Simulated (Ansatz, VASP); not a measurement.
**One calculation of Si5Mo, two programs**

The input INCAR:

```
SYSTEM = Si5Mo
PREC     = Accurate       ! precision mode
ENCUT    = 520            ! plane-wave cutoff, eV
EDIFF    = 1E-7           ! SCF threshold, eV
ISMEAR   = 0              ! smearing method
SIGMA    = 0.1            ! smearing width, eV
LREAL    = .False.        ! projectors in reciprocal space
LASPH    = .True.         ! aspherical terms in the spheres
NELM     = 100            ! most SCF steps
ALGO     = Normal         ! electronic algorithm
ISIF     = 2              ! what is computed and relaxed
LWAVE    = .False.        ! write WAVECAR
LCHARG   = .False.        ! write CHGCAR
GGA      = PE             ! functional
NBANDS   = 26             ! bands
```

File KPOINTS:

```
Automatic mesh
0
Gamma
  4 4 4
  0 0 0
```

Contents of POSCAR:

```
Si5Mo
1.0
    3.2119496900     -3.3592942100      0.0000000000
    3.2119496900      3.3592942100      0.0000000000
    0.0000000000      0.0000000000      5.0157064500
Si Mo
5 1
Direct
    0.3523263000      0.3523263000      0.0000000000
    0.6476737000      0.6476737000      0.0000000000
    0.8023998600      0.1976001400      0.0000000000
    0.1976001400      0.8023998600      0.0000000000
    0.0000000000      0.0000000000      0.0000000000
    0.5000000000      0.5000000000      0.5000000000
```

Input for Ansatz:

```yaml
crystal:
  lattice:
    - [3.21194969, -3.35929421, 0.0]
    - [3.21194969, 3.35929421, 0.0]
    - [0.0, 0.0, 5.01570645]
  atoms:
    - { symbol: Si, position: [0.3523263, 0.3523263, 0.0] }
    - { symbol: Si, position: [0.6476737, 0.6476737, 0.0] }
    - { symbol: Si, position: [0.80239986, 0.19760014, 0.0] }
    - { symbol: Si, position: [0.19760014, 0.80239986, 0.0] }
    - { symbol: Si, position: [0.0, 0.0, 0.0] }
    - { symbol: Mo, position: [0.5, 0.5, 0.5] }
basis:
  ecutwfc: 420
kpoints:
  mp_grid: { grid: [4, 4, 4] }
hamiltonian:
  xc: pbe
scf:
  occupations: { method: gaussian, width: 0.1 }
  lower_state_search: "off"
output:
  forces: true
  stress: true
  eigenvalues: true
```

Alike in both runs: task single point; functional PBE; k mesh 4 × 4 × 4; occupations gaussian, width 0.1 eV; no spin polarisation.

|  | VASP | Ansatz |
| --- | --- | --- |
| version | VASP 6.6.1 | Ansatz 0.2.0 |
| potentials or method | VASP PAW PBE potentials, release 64 (Si, Mo_sv), cutoff 520 eV | scalar-relativistic, plane waves, PAW |
| valence electrons in the cell | 34 | 34 |

|  | VASP | Ansatz | Ansatz less VASP |
| --- | --- | --- | --- |
| gap on the k mesh at the Fermi level (eV) | none | none | - |
| rms of the force components (eV/Å) | 24.983 | 24.113 | -0.8700 |

Atom by atom the forces differ by 0.877 eV/Å (rms over components). A gap of «none» marks a metal or a gap that the smearing closes.
